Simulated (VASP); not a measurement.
Here is a VASP 6.6.1 calculation.

Contents of INCAR:

```
SYSTEM = Pb
PREC     = Accurate       ! precision mode
ENCUT    = 520            ! plane-wave cutoff, eV
EDIFF    = 1E-7           ! SCF threshold, eV
ISMEAR   = 0              ! smearing method
SIGMA    = 0.1            ! smearing width, eV
LREAL    = .FALSE.        ! projectors in reciprocal space
LASPH    = .TRUE.         ! aspherical terms in the spheres
NELM     = 80             ! most SCF steps
ALGO     = Fast           ! electronic algorithm
ISIF     = 2              ! what is computed and relaxed
LWAVE    = .FALSE.        ! write WAVECAR
LCHARG   = .FALSE.        ! write CHGCAR
GGA      = PE             ! functional
NBANDS   = 21             ! bands
```

KPOINTS

```
Automatic mesh
0
G
  14 14 8
  0 0 0
```

File POSCAR:

```
Pb
1.0
    3.0026297088     -1.7733191643      0.0491950443
    3.0026297088      1.7733191643      0.0491950443
   -1.9917338693      0.0000000000      6.2023237920
Pb
2
Direct
    0.0654594235      0.0654594235      0.2636921961
    0.9345405765      0.9345405765      0.7363078039
```

Potentials or basis: VASP PAW PBE potentials, release 64 (Pb_d).

Run with:

```console
$ cat potpaw_PBE.64/Pb_d/POTCAR > POTCAR
$ mpirun -np 1 vasp_std > vasp.out
```

Task: Predict the band gap on the k mesh.

Result: Zero (bands 14 and 15 overlap by 7.31 eV).

Task: What does it give for the largest force?

Result: 0.195 eV/Å.

Task: What does it give for the pressure?

Result: -0.4 GPa.

Stress tensor (GPa, compression positive):
```
-0.18  0.00 -0.56
 0.00 -1.03  0.00
-0.56  0.00  0.07
```

Caveat: the cell differs from its parent crystal (strained and its atoms moved); spin-orbit coupling is left out, which moves the levels of the heavy elements.
